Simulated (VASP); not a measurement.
O: electric field gradients with PBEsol

O:

```
CELL_PARAMETERS angstrom
1.39429 0.80500 3.33872
-1.39429 0.80500 3.33872
0.00000 -1.60999 3.33872
ATOMIC_POSITIONS crystal
O 0.05770 0.05770 0.05770
O 0.94230 0.94230 0.94230
```

```json
{
 "Program": "VASP 6.6.1",
 "Task": "electric field gradients",
 "Functional": "PBEsol",
 "Potentials or basis": "VASP PAW PBE potentials, release 64 (O_h)",
 "Cutoff": "910 eV",
 "k mesh": "10 × 10 × 10",
 "Occupations": "fermi-dirac, width 0.02 eV",
 "Spin": "no spin polarisation",
 "Dipole correction": "no",
 "Further INCAR settings": "ALGO = Normal; EDIFF = 1e-08; NBANDS = 13"
}
```

| Item | Value |
| --- | --- |
| Pressure | 8.6 GPa |
| Largest force | 4.678 eV/Å |
| Band gap on the k mesh | zero (bands 6 and 7 overlap by 1.47 eV) |
| Largest electric field gradient by atom | O +104.9 V/Å² |

Forces on the atoms (eV/Å):
```
O    0.000  0.000  4.678
O    0.000  0.000 -4.678
```

Stress tensor (GPa, compression positive):
```
-9.57  0.00  0.00
 0.00 -9.57  0.00
 0.00  0.00 44.93
```

Levels at points of the mesh, in eV from the Fermi level:
```csv
k point,band 4,band 5,band 6,band 7,band 8,band 9
"(0.00, 0.00, 0.00)",-7.01,-7.01,0.63,0.63,8.22,12.50
"(0.50, 0.00, 0.00)",-8.31,-7.44,-0.83,0.08,11.02,12.51
"(0.50, 0.50, 0.00)",-7.66,-7.60,-1.53,0.69,10.78,11.47
"(0.50, 0.50, 0.50)",-7.12,-7.12,0.91,0.91,8.34,8.45
```

Electric field gradients, principal values (V/Å²):
| atom | least | middle | greatest (by size) |
| --- | --- | --- | --- |
| 1 O | -52.453 | -52.453 | 104.906 |
| 2 O | -52.453 | -52.453 | 104.906 |

Run time: 48 s on 1 thread of AMD EPYC 9R45 96-Core Processor (Zen 5), with other jobs on the host, peak memory 0.19 GiB.

Caveat: the cutoff is under 1.25 times the usual one of these potentials, so pressure, stress and relaxed cells hold a basis-set (Pulay) error; spin is off for a triplet molecule; the cell stands under pressure; this functional lacks dispersion, which holds the molecules together, so the pressure and a relaxed volume are unreliable; without QUAD_EFG the Cq values of the log hold for a quadrupole moment of 1 mb, not for the nuclei; the PAW data sets were made with another functional, which shifts forces and pressure a little.
